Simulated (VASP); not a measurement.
# Al12NO in VASP: notebook, part 2 of 2

VASP 6.6.1. The steps go on from the part before.

## 3. Single point, PBE+D3(BJ)

File INCAR:

```
SYSTEM = Al12NO
PREC = Accurate
ENCUT = 520
EDIFF = 1E-7
ISMEAR = -1
SIGMA = 0.1
LREAL = .FALSE.
LASPH = .TRUE.
NELM = 80
ALGO = Normal
ISIF = 2
LWAVE = .FALSE.
LCHARG = .FALSE.
GGA = PE
IVDW = 12
NBANDS = 36
```

File KPOINTS:

```
regular mesh
0
G
  3 3 1
  0 0 0
```

File POSCAR:

```
Al12NO
1.0
    5.7275650000      0.0000000000      0.0000000000
    2.8637820000      4.9602170000      0.0000000000
    0.0000000000      0.0000000000     18.6765370000
Al N O
12 1 1
Direct
    0.1666684945      0.1666660955      0.0535431167
    0.6666715499      0.1666660955      0.0535431167
    0.1666709227      0.6666643818      0.0535431167
    0.6666739781      0.6666643818      0.0535431167
   -0.1712548717      0.3414971563      0.1812220328
    0.3306623493      0.3441986510      0.1806169955
   -0.1640749262      0.8387334667      0.1795943220
    0.3279073513      0.8410519137      0.1853662700
   -0.0042087429      0.0045764127      0.3186832762
    0.5631170076      0.0232247904      0.2962112302
    0.0041167658      0.5055625591      0.3034181337
    0.5066777372      0.4980024059      0.3101752750
    0.3170397967     -0.1092492526      0.3529026821
    0.4089445223     -0.0247771418      0.4043040741
```

Potentials or basis: VASP PAW PBE potentials, release 64 (Al, N, O).

Run with:

```console
cat potpaw_PBE.64/Al/POTCAR potpaw_PBE.64/N/POTCAR potpaw_PBE.64/O/POTCAR > POTCAR
mpirun -np 1 vasp_std > vasp.out
```

OUTCAR:

```text
SYSTEM = Al12NO
   PREC = Accurate
   ENCUT = 520
   EDIFF = 1E-7
   ISMEAR = -1
   LREAL = .FALSE.
   LASPH = .TRUE.
   NELM = 80
   ISIF = 2
   GGA = PE
   IVDW = 12
 IVDW          = 12

 ion  position               nearest neighbor table
   1  0.167  0.167  0.054-   4 2.86   2 2.86   3 2.86   3 2.86   2 2.86   4 2.86   5 2.91   6 2.92
                             8 2.94
   2  0.667  0.167  0.054-   7 2.86   1 2.86   3 2.86   4 2.86   4 2.86   3 2.86   1 2.86   6 2.90
                             5 2.91
   3  0.167  0.667  0.054-   6 2.86   4 2.86   2 2.86   1 2.86   1 2.86   2 2.86   4 2.86   7 2.87
                             8 2.97
   4  0.667  0.667  0.054-   1 2.86   3 2.86   2 2.86   2 2.86   3 2.86   1 2.86   5 2.88   7 2.90
                             8 2.98
   5  0.829  0.341  0.181-  11 2.84   6 2.85   7 2.86   8 2.86   8 2.87   7 2.87   4 2.88   6 2.88
                            12 2.89   2 2.91   1 2.91   9 3.06
   6  0.331  0.344  0.181-  10 2.71  11 2.81   7 2.83   8 2.84   5 2.85   3 2.86   5 2.88   8 2.89
                             7 2.89   2 2.90   1 2.92  12 2.92
   7  0.836  0.839  0.180-  10 2.58   8 2.83   6 2.83  11 2.84   5 2.86   2 2.86   5 2.87   3 2.87
                             6 2.89   4 2.90   8 2.91   9 3.06
   8  0.328  0.841  0.185-   7 2.83   6 2.84   5 2.86   5 2.87  12 2.89   6 2.89   7 2.91  10 2.93
                             1 2.94   3 2.97   4 2.98   9 2.99
   9  0.996  0.005  0.319-  13 1.74  10 2.46  12 2.82  11 2.85  11 2.91  12 2.92   8 2.99   7 3.06
                             5 3.06  10 3.33
  10  0.563  0.023  0.296-  13 2.18  14 2.27   9 2.46   7 2.58  12 2.59   6 2.71  11 2.77   8 2.93
                            11 3.01  12 3.19   9 3.33
  11  0.004  0.506  0.303-  10 2.77   6 2.81   5 2.84   7 2.84   9 2.85  12 2.86  12 2.87   9 2.91
                            10 3.01
  12  0.507  0.498  0.310-  13 2.11  10 2.59   9 2.82  11 2.86  11 2.87   8 2.89   5 2.89   9 2.92
                             6 2.92  10 3.19
  13  0.317  0.891  0.353-  14 1.30   9 1.74  12 2.11  10 2.18
  14  0.409  0.975  0.404-  13 1.30  10 2.27

  LATTYP: Found a hexagonal cell.
 ALAT       =     5.7275649303
 C/A-ratio  =     3.2608162853

  Lattice vectors:
[... 174 lines left out ...]

 Free energy of the ion-electron system (eV)
  ---------------------------------------------------
  ext. energy  EPLUGINS =         0.00000000
  ---------------------------------------------------
  free energy    TOTEN  =       -55.55552548 eV

  energy without entropy =      -55.40482735  energy(sigma->0) =      -55.48017641

 E-fermi :   0.5094     XC(G=0):  -5.0328

 val. band max:        0.3561919085   @ k =   0.0000   0.0000   0.0000
 cond. band min:       0.5918800940   @ k =   0.3333   0.0000   0.0000
 fundamental gap:      0.2356881855
 Fermi energy:         0.5094402236

 k-point     1 :       0.0000    0.0000    0.0000
  band No.  band energies     occupation
      1     -22.4274      2.00000
      2     -12.9597      2.00000
      3      -9.8815      2.00000
      4      -8.2700      2.00000
      5      -6.8698      2.00000
      6      -6.5194      2.00000
[... 179 lines left out ...]
     34       3.4725      0.00000
     35       3.8282      0.00000
 [bands above 35 left out]

------------------------ aborting loop because EDIFF is reached ----------------------------------------

 Edisp (eV)   -2.96192

 E8    (eV) :    -1.3520

  FORCE on cell =-STRESS in cart. coord.  units (eV):
  Direction    XX          YY          ZZ          XY          YZ          ZX
  --------------------------------------------------------------------------------------
  -------------------------------------------------------------------------------------
  Total      -1.19849    -6.57154    -0.31196    -1.39377     0.35011     4.37156
  in kB      -3.61893   -19.84315    -0.94199    -4.20858     1.05717    13.20019
  external pressure =       -8.13 kB  Pullay stress =        0.00 kB

 VOLUME and BASIS-vectors are now :
 -----------------------------------------------------------------------------
  energy-cutoff  :      520.00
  volume of cell :      530.60
      direct lattice vectors                 reciprocal lattice vectors
     5.727565000  0.000000000  0.000000000     0.174594265 -0.100802024  0.000000000
     2.863782000  4.960217000  0.000000000     0.000000000  0.201604083  0.000000000
     0.000000000  0.000000000 18.676537000     0.000000000  0.000000000  0.053543117

 POSITION                                       TOTAL-FORCE (eV/Angst)
 -----------------------------------------------------------------------------------
      1.43190      0.82670      1.00000        -0.092714     -0.249550      0.244168
      4.29570      0.82670      1.00000         0.090974      0.059919      0.114221
      2.86380      3.30680      1.00000         0.309399      0.205691      0.284944
      5.72760      3.30680      1.00000        -0.251720      0.062557      0.195087
      5.72467      1.69390      3.38460        -0.033536     -0.083025      0.004637
      2.87960      1.70730      3.37330        -0.068379      0.023356     -0.154979
      7.18977      4.16030      3.35420         0.188524     -0.228471     -0.534889
      4.28670      4.17180      3.46200        -0.063211     -0.037644     -0.532540
      5.71656      0.02270      5.95190        -1.781799      1.068941     -1.456241
      3.29180      0.11520      5.53220        -2.148776     -0.309645      1.575301
      1.47140      2.50770      5.66680         0.185150      0.137680     -0.106086
      4.32820      2.47020      5.79300         0.335460      0.545818      0.028446
      4.36678      4.41832      6.59100         1.461807     -1.882395     -0.985346
      5.13508      4.83732      7.55100         1.868822      0.686767      1.323277
 -----------------------------------------------------------------------------------
    total drift:                                0.000278     -0.000106      0.000231

  FREE ENERGIE OF THE ION-ELECTRON SYSTEM (eV)
  ---------------------------------------------------
  free  energy   TOTEN  =       -58.5174420007 eV

  energy  without entropy=      -58.3667438726  energy(sigma->0) =      -58.44209294
```

OSZICAR:

```text
N       E                     dE             d eps       ncg     rms          rms(c)
DAV:   1     0.213859916845E+03    0.21386E+03   -0.15339E+04   360   0.955E+02
DAV:   2    -0.221892641311E+02   -0.23605E+03   -0.22404E+03   496   0.182E+02
DAV:   3    -0.576543255208E+02   -0.35465E+02   -0.32490E+02   520   0.631E+01
[... 20 lines left out ...]
DAV:  24    -0.555555232170E+02   -0.22952E-05   -0.11020E-07   344   0.104E-03    0.565E-04
DAV:  25    -0.555555248126E+02   -0.15956E-05   -0.15926E-07   328   0.136E-03    0.255E-04
DAV:  26    -0.555555252714E+02   -0.45877E-06   -0.35000E-08   304   0.628E-04    0.136E-04
DAV:  27    -0.555555254256E+02   -0.15426E-06   -0.22348E-08   276   0.369E-04    0.120E-04
DAV:  28    -0.555555254776E+02   -0.51930E-07   -0.57348E-09   296   0.243E-04
   1 F= -.58517442E+02 E0= -.58442093E+02  d E =-.150698E+00
```

Run time: 15 min. Hardware: 1 thread of Intel Xeon 8259CL, shared host; peak memory 0.66 GiB.

Results:

| Property | Result |
| --- | --- |
| Free energy | -58.5174 eV |
| Largest force | 2.682 eV/Å |
| Band gap on the k mesh | zero (an odd number of electrons rules out a gap without spin polarisation) |
| Dispersion energy per atom | -0.212 eV |

Forces on the atoms (eV/Å):
```
Al  -0.093 -0.250  0.244
Al   0.091  0.060  0.114
Al   0.309  0.206  0.285
Al  -0.252  0.063  0.195
Al  -0.034 -0.083  0.005
Al  -0.068  0.023 -0.155
Al   0.189 -0.228 -0.535
Al  -0.063 -0.038 -0.533
Al  -1.782  1.069 -1.456
Al  -2.149 -0.310  1.575
Al   0.185  0.138 -0.106
Al   0.335  0.546  0.028
N    1.462 -1.882 -0.985
O    1.869  0.687  1.323
```

Caveat: the k points lie up to 0.42 Å⁻¹ apart, too coarse for converged energies and pressures of a metal; there is no dipole correction, which matters where the two faces differ; an odd number of electrons without spin polarisation forces a metal; a magnetic or distorted state may lie lower.

## 4. Single point, PBE+D3(BJ)

File INCAR:

```
SYSTEM = Al12NO
PREC = Accurate ; ENCUT = 520
EDIFF = 1E-6 ; ISMEAR = -1
SIGMA = 0.1 ; LREAL = .False.
LASPH = .True. ; NELM = 80
ALGO = Normal ; ISIF = 2
LWAVE = .False. ; LCHARG = .False.
GGA = PE ; IVDW = 12
NBANDS = 36
```

File KPOINTS:

```
Automatic mesh
0
Gamma
  3 3 1
  0 0 0
```

File POSCAR:

```
Al12NO
1.0
    5.7275650000      0.0000000000      0.0000000000
    2.8637820000      4.9602170000      0.0000000000
    0.0000000000      0.0000000000     18.6765370000
Al N O
12 1 1
Direct
    0.1666684945      0.1666660955      0.0535431167
    0.6666715499      0.1666660955      0.0535431167
    0.1666709227      0.6666643818      0.0535431167
    0.6666739781      0.6666643818      0.0535431167
   -0.1690851728      0.3396020779      0.1760658306
    0.3369562853      0.3410737877      0.1720019081
   -0.1619247026      0.8313950781      0.1735118240
    0.3305287724      0.8415357635      0.1678362536
   -0.0132513958      0.0427400656      0.2956222559
    0.5082469277      0.0354016770      0.2918581748
    0.0211883489      0.5447140720      0.2945674565
    0.5394983448      0.4864504920      0.3003875933
    0.3795375412     -0.1847298213      0.3190741410
    0.4930021251     -0.0861454247      0.3779822780
```

Run with:

```console
cat potpaw_PBE.64/Al/POTCAR potpaw_PBE.64/N/POTCAR potpaw_PBE.64/O/POTCAR > POTCAR
mpirun -np 1 vasp_std > vasp.out
```

Run time: 14 min. Hardware: 1 thread of Intel Xeon 8259CL, shared host; peak memory 0.66 GiB.

It converged, with:

* Free energy: -58.9156 eV
* Largest force: 4.936 eV/Å
* Band gap on the k mesh: zero (an odd number of electrons rules out a gap without spin polarisation)
* Dispersion energy per atom: -0.219 eV

Forces on the atoms (eV/Å):
```
Al  -0.123 -0.159 -0.472
Al   0.154  0.052 -0.347
Al   0.338  0.231 -0.486
Al  -0.263  0.028 -0.440
Al   0.269  0.081 -0.160
Al  -0.031  0.050  0.374
Al   0.024  0.159  0.208
Al  -0.122 -0.085  0.284
Al   0.435 -0.512  0.144
Al   1.693  1.333 -0.235
Al  -0.242 -0.705  0.028
Al  -0.343 -4.617 -1.228
N   -1.720  4.277  1.765
O   -0.071 -0.134  0.564
```

Levels at points of the mesh, in eV from the Fermi level:
```
           k point  band 21  band 22  band 23  band 24  band 25  band 26
(0.00, 0.00, 0.00)    -1.67    -1.44    -1.08    -0.50    -0.07     0.08
```

Caveat: the k points lie up to 0.42 Å⁻¹ apart, too coarse for converged energies and pressures of a metal; there is no dipole correction, which matters where the two faces differ; an odd number of electrons without spin polarisation forces a metal; a magnetic or distorted state may lie lower.

## 5. Summary

```csv
cell,gap on the mesh (eV),largest force (eV/Å)
"as given, atomic positions A",none,3.60
"as given, atomic positions B",none,2.68
"as given, atomic positions C",none,4.94
```

Alike in all rows: task single point; level PBE+D3(BJ); potentials or basis VASP PAW PBE potentials, release 64 (Al, N, O); no spin polarisation; k mesh 3 × 3 × 1; cutoff (eV) 520; smearing fermi-dirac 0.1 eV.

Caveats: all runs use coarse meshes; there is no dipole correction, which matters where the two faces differ; an odd number of electrons without spin polarisation forces a metal; a magnetic or distorted state may lie lower; the standard files for N, O and F lose accuracy on very short bonds (at least some runs).

Absolute energies hang on the potentials; compare differences alone.

The gap in the log of VASP goes by the Fermi energy; the results here count the filled bands.